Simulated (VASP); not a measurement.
Wanted: the native input for a VASP 6.6.1 run.

```
Task                   : single point
Functional             : PBE
Potentials or basis    : VASP PAW PBE potentials, release 64 (Al, N)
Cutoff                 : 520 eV
k mesh                 : 11 × 11 × 11
Occupations            : gaussian, width 0.011 eV
Spin                   : no spin polarisation
Dipole correction      : no
Further INCAR settings : ALGO = Normal; EDIFF = 1e-06; NBANDS = 11
```

The structure of AlN lies in POSCAR:

```
AlN
1.0
    0.0000000000      2.0345180000      2.0345180000
    2.0345180000      0.0000000000      2.0345180000
    2.0345180000      2.0345180000      0.0000000000
Al N
1 1
Direct
    0.5000000000      0.5000000000      0.5000000000
    0.0000000000      0.0000000000      0.0000000000
```

The input as run:

INCAR

```
PREC = Accurate
ENCUT = 520
EDIFF = 1E-6
ISMEAR = 0
SIGMA = 0.011
LREAL = F
LASPH = T
NELM = 80
ALGO = Normal
ISIF = 2
LWAVE = F
LCHARG = F
GGA = PE
NBANDS = 11
```

KPOINTS

```
Automatic mesh
0
Gamma
  11 11 11
```

Potentials or basis: VASP PAW PBE potentials, release 64 (Al, N).

Launch:

```console
$ cat potpaw_PBE.64/Al/POTCAR potpaw_PBE.64/N/POTCAR > POTCAR
$ mpirun -np 1 vasp_std > vasp.out
```

Results of the run:

```yaml
Pressure: 0.0 GPa
Band_gap_on_the_k_mesh: 4.55 eV, indirect (least direct gap 5.41 eV)
```

Run time: 9.1 s on 1 thread of AMD EPYC 7R43 64-Core Processor (Zen 3) (shared host), peak memory 0.1 GiB.
